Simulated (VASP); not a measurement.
MgO:

```
Mg O
1.0
     0.00622    2.10145    2.10145
     2.10145    0.00622    2.10145
     2.10145    2.10145    0.00622
Mg O
1 1
Direct
  0.00000 0.00000 0.00000
  0.50000 0.50000 0.50000
```

This cell differs from its parent crystal: epitaxial 111 strain -0.3%.

Base run:

* Program: VASP 6.6.1
* Functional: r2SCAN
* Potentials or basis: VASP PAW PBE potentials, release 64 (Mg, O)
* Cutoff: 520 eV
* k mesh: 10 × 10 × 10
* Occupations: gaussian, width 0.01 eV
* Spin: no spin polarisation

Its results: band gap on the k mesh 5.70 eV, direct; pressure -0.2 GPa.

Problem. The run is repeated on the same cell with these changes: functional from r2SCAN to PBE; occupations from gaussian, width 0.01 eV to fermi-dirac, width 0.02 eV. What comes out?

Solution. Band gap on the k mesh 4.82 eV, direct; pressure 5.9 GPa.

Caveats: the PAW data sets were made with another functional, which shifts forces and pressure a little (some runs).

